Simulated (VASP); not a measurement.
Wanted: the native input for a VASP 6.6.1 run.

```
Task                   : single point
Functional             : PBEsol
Potentials or basis    : VASP PAW PBE potentials, release 64 (Ca_sv, O)
Cutoff                 : 600 eV
k mesh                 : 8 × 8 × 8
Occupations            : fermi-dirac, width 0.05 eV
Spin                   : no spin polarisation
Dipole correction      : no
Further INCAR settings : ALGO = Normal; EDIFF = 1e-06; NBANDS = 15
```

The structure of CaO lies in POSCAR:

```
CaO
1.0
   -0.0480711139      2.4035556960      2.4035556960
    2.4035556960     -0.0480711139      2.4035556960
    2.3554845821      2.3554845821      0.0000000000
Ca O
1 1
Direct
    0.0000000000      0.0000000000      0.0000000000
    0.5000000000      0.5000000000      0.5000000000
```

The input as run:

INCAR

```
SYSTEM = CaO
PREC = Accurate
ENCUT = 600
EDIFF = 1E-6
ISMEAR = -1
SIGMA = 0.05
LREAL = .False.
LASPH = .True.
NELM = 120
ALGO = Normal
ISIF = 2
LWAVE = .False.
LCHARG = .True.
GGA = PS
LELF = .True.
LVHAR = .True.
NBANDS = 15
GGA_COMPAT = .False.
```

KPOINTS

```
Automatic mesh
0
Gamma
  8 8 8
  0 0 0
```

Potentials or basis: VASP PAW PBE potentials, release 64 (Ca_sv, O).

The run is started by

```console
$ cat potpaw_PBE.64/Ca_sv/POTCAR potpaw_PBE.64/O/POTCAR > POTCAR
$ mpirun -np 1 vasp_std > vasp.out
```

Results of the run:

The pressure is -2.3 GPa. The band gap on the k mesh is 3.45 eV (least direct gap 3.81 eV).

Caveat: the PAW data sets were made with another functional, which shifts forces and pressure a little.

Wall time 70 s on 1 thread of Intel Xeon 8259CL, on a shared host, peak memory 0.19 GiB.
